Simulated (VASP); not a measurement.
# Rh (P6/mmm) in VASP: notebook

The runs below take Rh through single point, with LDA.

Everything below comes from runs of VASP 6.6.1. Logs are shortened: lines on timing, memory, paths and dates and some standing lists are left out, and cuts for length are marked.

## Step 1: The cell of the first run

Symmetry: P6/mmm, No. 191, hexagonal system. Conventional cell: a = 4.194 Å, b = 4.194 Å, c = 2.571 Å, α = 90.00°, β = 90.00°, γ = 120.00°. Within 3.4 Å of Rh (site symmetry 6/mmm) lie 14 Rh at 2.57 to 2.74 Å. Within 3.2 Å of Rh (site symmetry -6m2) lie 11 Rh at 2.42 to 2.74 Å.

## Step 2: Single point, LDA (volume scaled by 0.96)

The input, INCAR:

```
ALGO = Normal ; EDIFF = 1E-7
ENCUT = 520 ; ISIF = 2
ISMEAR = -1 ; LASPH = True
LCHARG = False ; LREAL = False
LWAVE = False ; NBANDS = 30
NELM = 80 ; PREC = Accurate
SIGMA = 0.1
```

The input, KPOINTS:

```
k-points
0
Gamma
  10 10 14
```

The input, POSCAR:

```
Rh
1.0
    4.1940192945      0.0000000000      0.0000000000
   -2.0970096473      3.6321272530      0.0000000000
    0.0000000000      0.0000000000      2.5707549089
Rh
3
Direct
    1.0000000000      1.0000000000      0.0000000000
    0.3333333333      0.6666666667      0.5000000000
    0.6666666667      0.3333333333      0.5000000000
```

Potentials or basis: VASP PAW LDA potentials, release 64 (Rh_pv).

Run with:

```
$ cat potpaw_LDA.64/Rh_pv/POTCAR > POTCAR
$ mpirun -np 1 vasp_std > vasp.out
```

OUTCAR:

```text
EDIFF = 1E-7
   ENCUT = 520
   ISIF = 2
   ISMEAR = -1
   LASPH = True
   LREAL = False
   NELM = 80
   PREC = Accurate

 ion  position               nearest neighbor table
   1  0.000  0.000  0.000-   2 2.74   3 2.74   2 2.74   3 2.74   3 2.74   3 2.74   2 2.74   2 2.74
                             3 2.74   3 2.74   2 2.74   2 2.74
   2  0.333  0.667  0.500-   3 2.42   3 2.42   3 2.42   1 2.74   1 2.74   1 2.74   1 2.74   1 2.74
                             1 2.74
   3  0.667  0.333  0.500-   2 2.42   2 2.42   2 2.42   1 2.74   1 2.74   1 2.74   1 2.74   1 2.74
                             1 2.74

  LATTYP: Found a hexagonal cell.
 ALAT       =     4.1940192945
 C/A-ratio  =     0.6129573396

  Lattice vectors:

 A1 = (   4.1940192945,   0.0000000000,   0.0000000000)
 A2 = (  -2.0970096473,   3.6321272530,   0.0000000000)
 A3 = (   0.0000000000,   0.0000000000,   2.5707549089)

Analysis of symmetry for initial positions (statically):
=====================================================================
 Subroutine PRICEL returns:
 Original cell was already a primitive cell.

 Routine SETGRP: Setting up the symmetry group for a
 hexagonal supercell.

 Subroutine GETGRP returns: Found 24 space group operations
 (whereof 24 operations were pure point group operations)
 out of a pool of 24 trial point group operations.

The static configuration has the point symmetry D_6h.

Analysis of symmetry for dynamics (positions and initial velocities):
=====================================================================
 Subroutine PRICEL returns:
 Original cell was already a primitive cell.

 Routine SETGRP: Setting up the symmetry group for a
 hexagonal supercell.

 Subroutine GETGRP returns: Found 24 space group operations
 (whereof 24 operations were pure point group operations)
 out of a pool of 24 trial point group operations.

The dynamic configuration has the point symmetry D_6h.

 Subroutine INISYM returns: Found 24 space group operations
 (whereof 24 operations are pure point group operations),
 and found     1 'primitive' translations

----------------------------------------------------------------------------------------

                                     Primitive cell

  volume of cell :      39.1609

  direct lattice vectors                    reciprocal lattice vectors
     4.194019295  0.000000000  0.000000000     0.238434764  0.137660375  0.000000000
    -2.097009647  3.632127253  0.000000000     0.000000000  0.275320750  0.000000000
     0.000000000  0.000000000  2.570754909     0.000000000  0.000000000  0.388990797

  length of vectors
     4.194019295  4.194019295  2.570754909     0.275320750  0.275320750  0.388990797

  position of ions in fractional coordinates (direct lattice)
     0.000000000  0.000000000  0.000000000
     0.333333333  0.666666667  0.500000000
     0.666666667  0.333333333  0.500000000

  ion indices of the primitive-cell ions
   primitive index   ion index
                 1           1
                 2           2
                 3           3

----------------------------------------------------------------------------------------

 KPOINTS: k-points

Automatic generation of k-mesh.
 Grid dimensions read from file:
 generate k-points for:   10   10   14

 Generating k-lattice:

  Cartesian coordinates                     Fractional coordinates (reciprocal lattice)
     0.023843476  0.013766038  0.000000000     0.100000000  0.000000000  0.000000000
     0.000000000  0.027532075  0.000000000     0.000000000  0.100000000  0.000000000
     0.000000000  0.000000000  0.027785057     0.000000000  0.000000000  0.071428571

  Length of vectors
     0.027532075  0.027532075  0.027785057

  Shift w.r.t. Gamma in fractional coordinates (k-lattice)
     0.000000000  0.000000000  0.000000000

 Subroutine IBZKPT returns following result:
 ===========================================

 Found    112 irreducible k-points:

 Following reciprocal coordinates:
            Coordinates               Weight
  0.000000  0.000000  0.000000      1.000000
  0.100000  0.000000  0.000000      6.000000
  0.200000  0.000000  0.000000      6.000000
  0.300000  0.000000  0.000000      6.000000
  0.400000  0.000000  0.000000      6.000000
  0.500000  0.000000  0.000000      3.000000
[... 16 lines left out ...]
  0.300000  0.100000  0.071429     24.000000
  0.400000  0.100000  0.071429     24.000000
 [... further k-points ...]
   k-points           NKPTS =    112   k-points in BZ     NKDIM =    112   number of bands    NBANDS=     30
   number of dos      NEDOS =    301   number of ions     NIONS =      3
   total plane-waves  NPLWV =  20480
   dimension x,y,z NGX =    32 NGY =   32 NGZ =   20
   dimension x,y,z NGXF=    64 NGYF=   64 NGZF=   40
   ions per type =               3
   NGX,Y,Z   is equivalent  to a cutoff of  12.68, 12.68, 12.93 a.u.
   NGXF,Y,Z  is equivalent  to a cutoff of  25.37, 25.37, 25.87 a.u.
 SYSTEM =  unknown system
   PREC   = accura    normal or accurate (medium, high low for compatibility)
   ISTART =      0    job   : 0-new  1-cont  2-samecut
   ICHARG =      2    charge: 1-file 2-atom 10-const
   ISPIN  =      1    spin polarized calculation?
   LNONCOLLINEAR =      F non collinear calculations
   LSORBIT =      F    spin-orbit coupling
   LASPH  =      T    aspherical Exc in radial PAW
   ENCUT  =  520.0 eV  38.22 Ry    6.18 a.u.   7.80  7.80  4.78*2*pi/ulx,y,z
   NELM   =     80;   NELMIN=  2; NELMDL= -5     # of ELM steps
   EDIFF  = 0.1E-06   stopping-criterion for ELM
   LREAL  =      F    real-space projection
   EDIFFG = 0.1E-05   stopping-criterion for IOM
   NSW    =      0    number of steps for IOM
   IBRION =     -1    ionic relax: 0-MD 1-quasi-New 2-CG
   NFREE  =      0    steps in history (QN), initial steepest desc. (CG)
   ISIF   =      2    stress and relaxation
   ISYM   =      2    0-nonsym 1-usesym 2-fastsym
   POTIM  = 0.5000    time-step for ionic-motion
   TEBEG  =    0.0;   TEEND  =   0.0 temperature during run
   PSTRESS=    0.0 pullay stress
   NELECT =      45.0000    total number of electrons
   NUPDOWN=      -1.0000    fix difference up-down
   EMIN   =  10.00;   EMAX   =-10.00  energy-range for DOS
   EFERMI =   0.00;   METHOD = LEGACY
   ISMEAR =    -1;   SIGMA  =   0.10  broadening in eV -4-tet -1-fermi 0-gaus
   EFERMI_NEDOS =   21; number of points for ismear=-14 and -15
   IALGO  =     38    algorithm
   IMIX   =      4    mixing-type and parameters
     AMIX     =   0.40;   BMIX     =  1.00
     AMIX_MAG =   1.60;   BMIX_MAG =  1.00
  volume/ion in A,a.u.               =      13.05        88.09
  Fermi-wavevector in a.u.,A,eV,Ry     =   1.714727  3.240364 40.005050  2.940288
  Thomas-Fermi vector in A             =   2.792231
   LORBIT       =      0    0 simple, 1 ext, 2 COOP (PROOUT), +10 PAW based schemes
   GGA     = CA    functional components
   LHFCALC =     F    Hartree Fock is set to
   AEXX    =    0.0000 exact exchange contribution
   IVDW    =     0    specifies the selected vdW correction
   LEPSILON=     F    determine dielectric tensor
   LRPA    =     F    only Hartree local field effects (RPA)
 non-spin polarized calculation
  energy-cutoff  :      520.00
  volume of cell :       39.16
 maximum number of plane-waves:      1078
 NGX is ok and might be reduce to    32
   NGX = 15   NGY = 15   NGZ =  9

 number of electron      45.0000009 magnetization

 Free energy of the ion-electron system (eV)
  ---------------------------------------------------
  ext. energy  EPLUGINS =         0.00000000
  ---------------------------------------------------
  free energy    TOTEN  =       -25.29029911 eV

  energy without entropy =      -25.12318641  energy(sigma->0) =      -25.20674276

 E-fermi :  12.7470     XC(G=0): -14.6663

 val. band max:       12.7388403683   @ k =   0.4000   0.2000   0.4286
 cond. band min:      12.7540791500   @ k =   0.4000   0.2000   0.1429
 fundamental gap:      0.0152387817
 Fermi energy:        12.7470359254

 k-point     1 :       0.0000    0.0000    0.0000
  band No.  band energies     occupation
      1     -34.4036      2.00000
      2     -34.4036      2.00000
      3     -33.9519      2.00000
      4     -33.9519      2.00000
      5     -33.6636      2.00000
      6     -33.4826      2.00000
[... 22 lines left out ...]
     29      21.7181      0.00000
     30      22.4406      0.00000

 k-point     2 :       0.1000    0.0000    0.0000
  band No.  band energies     occupation
      1     -34.4222      2.00000
      2     -34.4032      2.00000
      3     -33.9266      2.00000
      4     -33.9226      2.00000
      5     -33.6579      2.00000
      6     -33.5134      2.00000
[... 22 lines left out ...]
     29      23.1858      0.00000
     30      23.4369      0.00000

 k-point     3 :       0.2000    0.0000    0.0000
  band No.  band energies     occupation
      1     -34.4645      2.00000
      2     -34.3900      2.00000
      3     -33.8644      2.00000
      4     -33.8539      2.00000
      5     -33.6419      2.00000
      6     -33.5979      2.00000
[... 22 lines left out ...]
     29      24.2175      0.00000
     30      25.1132      0.00000

 k-point     4 :       0.3000    0.0000    0.0000
  band No.  band energies     occupation
      1     -34.5083      2.00000
      2     -34.3473      2.00000
      3     -33.7990      2.00000
      4     -33.7878      2.00000
      5     -33.6987      2.00000
      6     -33.6187      2.00000
[... 22 lines left out ...]
     29      25.7312      0.00000
     30      26.5973      0.00000

 k-point     5 :       0.4000    0.0000    0.0000
  band No.  band energies     occupation
      1     -34.5393      2.00000
      2     -34.2771      2.00000
      3     -33.8803      2.00000
      4     -33.7117      2.00000
      5     -33.6900      2.00000
      6     -33.5950      2.00000
[... 22 lines left out ...]
     29      27.5327      0.00000
     30      27.5725      0.00000
[... 526 lines left out ...]
     29      23.1717      0.00000
     30      25.2505      0.00000

 k-point    22 :       0.2000    0.1000    0.0714
  band No.  band energies     occupation
      1     -34.4792      2.00000
      2     -34.3705      2.00000
      3     -33.8168      2.00000
      4     -33.8042      2.00000
      5     -33.6773      2.00000
      6     -33.6521      2.00000
[... 22 lines left out ...]
     29      24.4231      0.00000
     30      26.6412      0.00000

 k-point    23 :       0.3000    0.1000    0.0714
  band No.  band energies     occupation
      1     -34.5110      2.00000
      2     -34.3145      2.00000
      3     -33.8482      2.00000
      4     -33.7327      2.00000
      5     -33.7118      2.00000
      6     -33.6273      2.00000
[... 22 lines left out ...]
     29      26.1131      0.00000
     30      27.8437      0.00000

 k-point    24 :       0.4000    0.1000    0.0714
  band No.  band energies     occupation
      1     -34.5293      2.00000
      2     -34.2453      2.00000
      3     -33.9507      2.00000
      4     -33.6818      2.00000
      5     -33.6699      2.00000
      6     -33.6115      2.00000
[... 22 lines left out ...]
     29      27.6358      0.00000
     30      28.6778      0.00000

 [... further k-points ...]

------------------------ aborting loop because EDIFF is reached ----------------------------------------

  FORCE on cell =-STRESS in cart. coord.  units (eV):
  Direction    XX          YY          ZZ          XY          YZ          ZX
  --------------------------------------------------------------------------------------
  -------------------------------------------------------------------------------------
  Total        3.6792066      3.6792066      3.2074488     -0.0000000      0.0000000     -0.0000000
  in kB      150.5263757    150.5263757    131.2254770     -0.0000000      0.0000000     -0.0000000
  external PRESSURE =     144.0927428 kB  Pullay stress =       0.0000000 kB

 VOLUME and BASIS-vectors are now :
 -----------------------------------------------------------------------------
  energy-cutoff  :      520.00
  volume of cell :       39.16
      direct lattice vectors                 reciprocal lattice vectors
     4.194019295  0.000000000  0.000000000     0.238434764  0.137660375  0.000000000
    -2.097009647  3.632127253  0.000000000     0.000000000  0.275320750  0.000000000
     0.000000000  0.000000000  2.570754909     0.000000000  0.000000000  0.388990797

 POSITION                                       TOTAL-FORCE (eV/Angst)
 -----------------------------------------------------------------------------------
      0.00000      0.00000      0.00000        -0.000000      0.000000      0.000000
     -0.00000      2.42142      1.28538        -0.000000      0.000000      0.000000
      2.09701      1.21071      1.28538         0.000000      0.000000      0.000000
 -----------------------------------------------------------------------------------
    total drift:                               -0.000000      0.000000      0.000000

  FREE ENERGIE OF THE ION-ELECTRON SYSTEM (eV)
  ---------------------------------------------------
  free  energy   TOTEN  =       -25.2902991100 eV

  energy  without entropy=      -25.1231864099  energy(sigma->0) =      -25.20674276
```

Wall time 37 s (1 thread of Intel Xeon Platinum 8559C (Emerald Rapids), shared host); peak memory 0.2 GiB.

What came out:

```
Free energy : -25.2903 eV
Pressure    : 14.4 GPa
```

Stress tensor (GPa, compression positive):
```
15.05  0.00  0.00
 0.00 15.05  0.00
 0.00  0.00 13.12
```

(Part 1 of 2 ends here.)
